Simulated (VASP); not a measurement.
Input of a VASP 6.6.1 run:

INCAR

```
ALGO = Normal
EDIFF = 1E-7
ENCUT = 520
GGA = PS
ISIF = 2
ISMEAR = -1
LASPH = T
LCHARG = F
LREAL = F
LWAVE = F
NBANDS = 25
NELM = 60
PREC = Accurate
SIGMA = 0.05
```

File KPOINTS:

```
k-points
0
Gamma
  9 9 5
```

File POSCAR:

```
CuO
1.0
    2.0041536028     -2.1678123362      0.0000000000
    2.0041536028      2.1678123362      0.0000000000
    0.0000000000      0.0000000000      5.1900742137
Cu O
2 2
Direct
    0.5000000000      0.0000000000      0.0000000000
    0.0000000000      0.5000000000      0.5000000000
    0.5000000000      0.5000000000      0.2500000000
    0.5000000000      0.5000000000      0.7500000000
```

Potentials or basis: VASP PAW PBE potentials, release 64 (Cu, O).

Run with:

```console
$ cat potpaw_PBE.64/Cu/POTCAR potpaw_PBE.64/O/POTCAR > POTCAR
$ mpirun -np 1 vasp_std > vasp.out
```

(1) Predict the band gap on the k mesh.

(2) Predict the pressure.

Answers

(1) zero (band 17 reaches 5.06 eV, above the bottom of band 18 at 4.20 eV).

(2) -8.2 GPa.

Caveat: the PAW data sets were made with another functional, which shifts forces and pressure a little; semilocal functionals often make such compounds metallic where correlation or magnetic order opens a gap, which also shifts bond lengths.
